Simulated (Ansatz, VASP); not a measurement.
# Two plane-wave programs on P

File POSCAR:

```
P
1.0
    3.2837277200      0.0000000000      0.0000000000
    0.0000000000     34.8570309900      0.0000000000
    0.0000000000      0.0000000000      4.8173680984
P
4
Direct
    0.0000000000      0.9702614300      0.5921507200
    0.0000000000      0.0297385700      0.4078492800
    0.5000000000      0.0297385700      0.0921507200
    0.5000000000      0.9702614300      0.9078492800
```

The input INCAR.step1:

```
SYSTEM = P
PREC     = Accurate       ! precision mode
ENCUT    = 520            ! plane-wave cutoff, eV
ISMEAR   = 0              ! smearing method
SIGMA    = 0.05           ! smearing width, eV
LREAL    = .False.        ! projectors in reciprocal space
LASPH    = .True.         ! aspherical terms in the spheres
NELM     = 80             ! most SCF steps
NBANDS   = 18             ! bands
GGA      = PE             ! functional
ALGO     = Normal         ! electronic algorithm
EDIFF    = 1E-4           ! SCF threshold, eV
LWAVE    = .True.         ! write WAVECAR
LCHARG   = .False.        ! write CHGCAR
```

File INCAR.step2:

```
SYSTEM = P
PREC     = Accurate       ! precision mode
ENCUT    = 520            ! plane-wave cutoff, eV
EDIFF    = 1E-6           ! SCF threshold, eV
ISMEAR   = 0              ! smearing method
SIGMA    = 0.05           ! smearing width, eV
LREAL    = .False.        ! projectors in reciprocal space
LASPH    = .True.         ! aspherical terms in the spheres
NELM     = 80             ! most SCF steps
ALGO     = Normal         ! electronic algorithm
ISIF     = 2              ! what is computed and relaxed
LWAVE    = .False.        ! write WAVECAR
LCHARG   = .False.        ! write CHGCAR
METAGGA  = R2SCAN         ! meta-GGA
LMIXTAU  = .True.       
NBANDS   = 18             ! bands
ISTART   = 1
```

Contents of KPOINTS:

```
regular mesh
0
Gamma
  8 1 6
  0 0 0
```

Input for Ansatz:

```yaml
crystal:
  lattice:
    - [3.28372772, 0.0, 0.0]
    - [0.0, 34.85703099, 0.0]
    - [0.0, 0.0, 4.8173680984]
  atoms:
    - { symbol: P, position: [0.0, 0.97026143, 0.59215072] }
    - { symbol: P, position: [0.0, 0.02973857, 0.40784928] }
    - { symbol: P, position: [0.5, 0.02973857, 0.09215072] }
    - { symbol: P, position: [0.5, 0.97026143, 0.90784928] }
basis:
  ecutwfc: 500
kpoints:
  mp_grid: { grid: [8, 1, 6] }
hamiltonian:
  xc: r2scan
scf:
  occupations: { method: gaussian, width: 0.05 }
output:
  forces: true
  stress: true
  eigenvalues: true
```

Change from the starting cell: strain +0.0400 x Voigt [0, 0, 1, 0, 0, 0], atoms carried along.

Alike in both runs: task single point; functional r2SCAN; k mesh 8 × 1 × 6; occupations gaussian, width 0.05 eV; no spin polarisation.

|  | VASP | Ansatz |
| --- | --- | --- |
| version | VASP 6.6.1 | Ansatz 0.2.0 |
| potentials or method | VASP PAW PBE potentials, release 64 (P), cutoff 520 eV | scalar-relativistic, plane waves, PAW |
| valence electrons in the cell | 20 | 20 |

|  | VASP | Ansatz | Ansatz less VASP |
| --- | --- | --- | --- |
| gap on the k mesh at the Fermi level (eV) | 1.38 | 1.35 | -0.030 |
| least direct gap on the mesh (eV) | 1.38 | 1.35 | -0.030 |
| rms of the force components (eV/Å) | 0.330 | 0.286 | -0.0433 |

VASP's potentials were made for PBE, not for r2SCAN. Atom by atom the forces differ by 0.052 eV/Å (rms over components).
